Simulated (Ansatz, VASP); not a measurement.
## Se in VASP and in Ansatz

```
Se
1.0
     0.00000    2.36360    2.36360
     2.36360    0.00000    2.36360
     2.36360    2.36360    0.00000
Se
2
Direct
  0.87500 0.87500 0.87500
  0.12500 0.12500 0.12500
```

Change from the starting cell: volume scaled by 0.45, crystal datasets.

Alike in both runs: task single point; functional LDA; k mesh 11 × 11 × 11; occupations fermi-dirac, width 0.08 eV; no spin polarisation.

```csv
,VASP,Ansatz
version,VASP 6.6.1,Ansatz 0.2.0
potentials or method,"VASP PAW LDA potentials, release 64 (Se), cutoff 520 eV","all-electron PAW with datasets made for the crystal, scalar-relativistic"
```

Ansatz gave:

```
pressure (GPa) : 176.4
```

Problem. Which values does VASP return?

Solution. Pressure (GPa): 180.0.

LDA's correlation is that of Perdew and Zunger in VASP and of Perdew and Wang (1992) in Ansatz. Both programs put the cell under a high pressure, so it lies far from rest at this level. Ansatz ran all-electron here, and VASP with PAW potentials.

Noted on VASP's run: the cell as given lies far from equilibrium.
